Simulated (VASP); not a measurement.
**F: single point with PBE+D3(BJ)**

F:

```
F
1.0
     2.87356   -1.71979    0.30325
     2.87356    1.71979    0.30325
    -0.80996    0.00000    6.47716
F
4
Direct
  0.91386 0.58555 0.09393
  0.41445 0.08614 0.40607
  0.08614 0.41445 0.90607
  0.58555 0.91386 0.59393
```

| Property | Result |
| --- | --- |
| Program | VASP 6.6.1 |
| Task | single point |
| Functional | PBE |
| Dispersion | D3(BJ) |
| Potentials or basis | VASP PAW PBE potentials, release 64 (F) |
| Cutoff | 520 eV |
| k mesh | 8 × 8 × 4 |
| Occupations | gaussian, width 0.05 eV |
| Spin | no spin polarisation |

```yaml
Pressure: 6.2 GPa
Largest_force: 2.779 eV/Å
Band_gap_on_the_k_mesh: 3.62 eV
Dispersion_energy_per_atom: -0.029 eV
```

Forces in eV/Å, atoms in the order of the input:
```
F   -0.315  1.222  2.476
F    0.315  1.222 -2.476
F    0.315 -1.222 -2.476
F   -0.315 -1.222  2.476
```

Stress tensor (GPa, compression positive):
```
-0.30  0.00 -2.02
 0.00  3.52  0.00
-2.02  0.00 15.33
```

Levels at points of the mesh, in eV from the valence-band top:
| k point | band 10 | band 11 | band 12 | band 13 | band 14 | band 15 | band 16 | band 17 | band 18 | band 19 |
| --- | --- | --- | --- | --- | --- | --- | --- | --- | --- | --- |
| (0.00, 0.00, 0.00) | -3.74 | -0.42 | -0.12 | -0.08 | 0.00 | 3.62 | 4.52 | 8.86 | 11.52 | 12.74 |
| (0.50, 0.00, 0.00) | -3.93 | -0.31 | -0.30 | -0.13 | -0.11 | 4.17 | 4.17 | 13.05 | 13.06 | 15.44 |
| (0.50, 0.50, 0.00) | -3.87 | -0.59 | -0.49 | -0.09 | -0.05 | 3.84 | 4.47 | 12.65 | 14.22 | 14.62 |
| (0.00, 0.00, 0.50) | -3.79 | -0.27 | -0.27 | -0.06 | -0.06 | 4.03 | 4.03 | 9.84 | 9.84 | 15.54 |
| (0.50, 0.00, 0.50) | -3.94 | -0.27 | -0.25 | -0.08 | -0.07 | 4.13 | 4.14 | 13.53 | 13.55 | 13.82 |
| (0.50, 0.50, 0.50) | -3.93 | -0.32 | -0.32 | -0.30 | -0.30 | 4.15 | 4.15 | 13.27 | 13.27 | 14.88 |

Run time: 44 s on 1 thread of Intel(R) Xeon(R) 6975P-C (Granite Rapids), with other jobs on the host, peak memory 0.23 GiB.

Caveat: the stress differs along the axes, from -0 to 15 GPa; forces of over 1 eV/Å act on the atoms, so gaps and moduli don't describe the material at rest. A k mesh can miss the band edges.
